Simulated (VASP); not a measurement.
The system is Ru.

```
Ru
1.0
     2.57404    0.00000    0.00000
    -1.28702    2.22918    0.00000
     0.00000    0.00000    4.16994
Ru
2
Cartesian
  0.0000 1.4861 1.0425
  1.2870 0.7431 3.1275
```

- Program: VASP 6.6.1
- Task: relaxation of cell and atoms
- Functional: PBE
- Potentials or basis: VASP PAW PBE potentials, release 64 (Ru_pv)
- Cutoff: 600 eV
- k mesh: 16 × 16 × 9
- Occupations: fermi-dirac, width 0.05 eV
- Spin: no spin polarisation

At the start: pressure 61.3 GPa; volume 11.96 Å³/atom.

Question: Where does the relaxation end?

Answer: Over 14 steps the energy falls by 310.3 meV/atom and the volume is 13.76 Å³/atom (+15.0 %); space group P6_3/mmc (No. 194, to 0.05 Å).

The path:
```csv
step,energy change (eV),largest force (eV/Å),pressure (GPa),volume (Å³)
1,0.0000,0.0000,61.35,23.93
2,2.9774,0.0000,-45.03,43.52
3,-0.5893,0.0000,-9.34,28.41
4,-0.6132,0.0000,-2.41,27.72
5,-0.6143,0.0000,-0.41,27.54
6,-0.6178,0.0000,0.72,27.47
7,-0.6206,0.0000,0.18,27.50
8,-0.6206,0.0000,0.20,27.50
9,-0.6206,0.0000,-0.38,27.55
10,-0.6206,0.0000,0.04,27.52
11,-0.6206,0.0000,-0.02,27.52
12,-0.6206,0.0000,0.00,27.52
13,-0.6206,0.0000,0.01,27.52
14,-0.6206,0.0000,-0.01,27.52
```

Final structure:
```
Ru
1.0
     2.72215    0.00000    0.00000
    -1.36107    2.35745    0.00000
     0.00000    0.00000    4.28827
Ru
2
Direct
  0.33333 0.66667 0.25000
  0.66667 0.33333 0.75000
```

Caveat: the volume moved by over 15 % at a fixed basis, so the end points are rough.
